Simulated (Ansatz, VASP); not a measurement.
**One calculation of V, two programs**

File INCAR:

```
SYSTEM = V
PREC = Accurate ; ENCUT = 520
EDIFF = 1E-6 ; ISMEAR = -1
SIGMA = 0.05 ; LREAL = .False.
LASPH = .True. ; NELM = 150
ALGO = Normal ; ISIF = 2
LWAVE = .False. ; LCHARG = .False.
ISPIN = 2 ; MAGMOM = 2 2
LORBIT = 11 ; LMAXMIX = 4
GGA = CA ; NBANDS = 24
```

The input KPOINTS:

```
regular mesh
0
Gamma
  12 12 6
  0 0 0
```

The input POSCAR:

```
V
1.0
    2.6215415862      0.0000000000      0.0000000000
   -1.3107707930      2.2703216106      0.0000000000
    0.0000000000      0.0000000000      4.7546172825
V
2
Direct
    0.3333333333      0.6666666667      0.2500000000
    0.6666666667      0.3333333333      0.7500000000
```

File input.yaml:

```yaml
crystal:
  lattice:
    - [2.6215415862, 0.0, 0.0]
    - [-1.310770793, 2.2703216106, 0.0]
    - [0.0, 0.0, 4.7546172825]
  atoms:
    - { symbol: V, position: [0.3333333333, 0.6666666667, 0.25], spin: 2.0 }
    - { symbol: V, position: [0.6666666667, 0.3333333333, 0.75], spin: 2.0 }
kpoints:
  mp_grid: { grid: [12, 12, 6] }
scf:
  occupations: { method: fermi_dirac, width: 0.05 }
hamiltonian:
  xc: lda
  pseudopotentials: { kind: all_electron, lapw: { basis_error: 0.001 } }
magnetization:
  spin_polarized: true
output:
  forces: true
  stress: true
  eigenvalues: true
```

Change from the starting cell: volume scaled by 1.02.

Alike in both runs: task single point; functional LDA; k mesh 12 × 12 × 6; occupations fermi-dirac, width 0.05 eV; collinear spin.

|  | VASP | Ansatz |
| --- | --- | --- |
| version | VASP 6.6.1 | Ansatz 0.2.0 |
| potentials or method | VASP PAW LDA potentials, release 64 (V_sv), cutoff 520 eV | all-electron LAPW, scalar-relativistic |

Ansatz gave:

| Quantity | Value |
| --- | --- |
| gap on the k mesh at the Fermi level (eV) | none |
| pressure (GPa) | -15.7 |
| traceless stress, the component that is largest in VASP (GPa) | 1.21 |
| net moment per atom (μB) | 0.00 |

Question: Which values does VASP return?

Answer: gap on the k mesh at the Fermi level (eV): none; pressure (GPa): -15.4; traceless stress, the component that is largest in VASP (GPa): 1.17; net moment per atom (μB): 0.00.

LDA's correlation is that of Perdew and Zunger in VASP and of Perdew and Wang (1992) in Ansatz. A gap of «none» marks a metal or a gap that the smearing closes. Ansatz ran all-electron here, and VASP with PAW potentials.
